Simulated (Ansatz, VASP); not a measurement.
This is a calculation of CS2 for VASP 6.6.1.

File INCAR:

```
PREC = Accurate
ENCUT = 520
EDIFF = 1E-6
ISMEAR = -1
SIGMA = 0.05
LREAL = F
LASPH = T
NELM = 60
ALGO = Normal
ISIF = 2
LWAVE = F
LCHARG = F
GGA = PS
NBANDS = 25
```

Contents of KPOINTS:

```
Automatic mesh
0
Gamma
  6 6 3
```

Contents of POSCAR:

```
CS2
1.0
    3.5713632801     -2.9331883995      0.0000000000
    3.5713632801      2.9331883995      0.0000000000
    0.0000000000      0.0000000000      9.6501545106
S C
4 2
Direct
    0.1815210000      0.8184790000      0.8868670000
    0.3184790000      0.6815210000      0.3868670000
    0.6815210000      0.3184790000      0.6131330000
    0.8184790000      0.1815210000      0.1131330000
    0.5000000000      0.5000000000      0.5000000000
    0.0000000000      0.0000000000      0.0000000000
```

Potentials or basis: VASP PAW PBE potentials, release 64 (S, C).

The run is started by

```bash
$ cat potpaw_PBE.64/S/POTCAR potpaw_PBE.64/C/POTCAR > POTCAR
$ mpirun -np 1 vasp_std > vasp.out
```

Question: Set up the same calculation for Ansatz 0.2.0. Potentials there: all-electron LAPW, scalar-relativistic.

Answer: As run (the cutoff follows the program's own potentials):

The input input.yaml:

```yaml
crystal:
  lattice:
    - [3.5713632801, -2.9331883995, 0.0]
    - [3.5713632801, 2.9331883995, 0.0]
    - [0.0, 0.0, 9.6501545106]
  atoms:
    - { symbol: S, position: [0.181521, 0.818479, 0.886867] }
    - { symbol: S, position: [0.318479, 0.681521, 0.386867] }
    - { symbol: S, position: [0.681521, 0.318479, 0.613133] }
    - { symbol: S, position: [0.818479, 0.181521, 0.113133] }
    - { symbol: C, position: [0.5, 0.5, 0.5] }
    - { symbol: C, position: [0.0, 0.0, 0.0] }
kpoints:
  mp_grid: { grid: [6, 6, 3] }
scf:
  occupations: { method: fermi_dirac, width: 0.05 }
hamiltonian:
  xc: pbesol
  pseudopotentials: { kind: all_electron, lapw: { basis_error: 0.001 } }
output:
  forces: true
  stress: true
  eigenvalues: true
```

Potentials or basis: all-electron LAPW, scalar-relativistic.

Command:

```bash
$ ansatz run input.yaml --threads 4 --pin off --max-ram 12288MiB --backend cpu --events-out ev --progress --plain --runs-dir out
```

Both were run:

|  | VASP | Ansatz | Ansatz less VASP |
| --- | --- | --- | --- |
| gap on the k mesh at the Fermi level (eV) | 3.47 | 3.45 | -0.023 |
| least direct gap on the mesh (eV) | 3.47 | 3.45 | -0.023 |
| pressure (GPa) | 2.4 | 2.8 | +0.40 |
| traceless stress, the component that is largest in VASP (GPa) | -2.66 | -3.02 | -0.369 |
| rms of the force components (eV/Å) | 0.773 | 0.879 | +0.1063 |

VASP's potentials were made for PBE, not for PBEsol. Atom by atom the forces differ by 0.106 eV/Å (rms over components). Ansatz ran all-electron here, and VASP with PAW potentials.
